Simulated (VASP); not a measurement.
A run of VASP 6.6.1 is set up as follows.

The input INCAR:

```
SYSTEM = AlRu
PREC = Accurate
ENCUT = 520
EDIFF = 1E-6
ISMEAR = -1
SIGMA = 0.1
LREAL = .FALSE.
LASPH = .TRUE.
NELM = 80
ALGO = Normal
ISIF = 2
LWAVE = .FALSE.
LCHARG = .TRUE.
GGA = PE
LELF = .TRUE.
LVHAR = .TRUE.
NBANDS = 16
```

File KPOINTS:

```
regular mesh
0
G
  14 14 14
  0 0 0
```

Contents of POSCAR:

```
AlRu
1.0
    2.8914771648      0.0000000000      0.0000000000
    0.0000000000      2.8914771648      0.0000000000
    0.0000000000      0.0000000000      2.8914771648
Ru Al
1 1
Direct
    0.0000000000      0.0000000000      0.0000000000
    0.5000000000      0.5000000000      0.5000000000
```

Potentials or basis: VASP PAW PBE potentials, release 64 (Ru_pv, Al).

Command:

```bash
$ cat potpaw_PBE.64/Ru_pv/POTCAR potpaw_PBE.64/Al/POTCAR > POTCAR
$ mpirun -np 1 vasp_std > vasp.out
```

Q: What does it give for the pressure?

A: 30.2 GPa.

Q: Predict the band gap on the k mesh.

A: Zero (an odd number of electrons rules out a gap without spin polarisation).

Caveat: the cell stands under pressure.
